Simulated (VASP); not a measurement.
The system is Te.

```xyz
1
Lattice="3.0600 0.0000 0.0000 0.0000 3.0600 0.0000 0.0000 0.0000 3.0600" Properties=species:S:1:pos:R:3 pbc="T T T"
Te    0.0000    0.0000    0.0000
```

This isn't the form of Te at room conditions, which is trigonal, of chains.

- Program: VASP 6.6.1
- Task: relaxation of cell and atoms
- Functional: PBEsol
- Potentials or basis: VASP PAW PBE potentials, release 64 (Te)
- Cutoff: 600 eV
- k mesh: 8 × 8 × 8
- Occupations: fermi-dirac, width 0.02 eV
- Spin: no spin polarisation

At the start: pressure 6.9 GPa; volume 28.65 Å³/atom.

Question: How do energy, volume and symmetry change on relaxing?

Answer: Over 3 steps the energy falls by 55.7 meV/atom and the volume is 31.52 Å³/atom (+10.0 %); space group Pm-3m (No. 221, to 0.1 Å) before and after.

The path:
```tsv
step	energy change (eV)	largest force (eV/Å)	pressure (GPa)	volume (Å³)
1	0.0000	0.0000	6.86	28.65
2	-0.0232	0.0000	-3.81	34.04
3	-0.0557	0.0000	0.00	31.52
```

Final structure:
```
Te
1.0
     3.15883    0.00000    0.00000
     0.00000    3.15883    0.00000
     0.00000    0.00000    3.15883
Te
1
Direct
  0.00000 0.00000 0.00000
```

Caveat: the PAW data sets were made with another functional, which shifts forces and pressure a little.
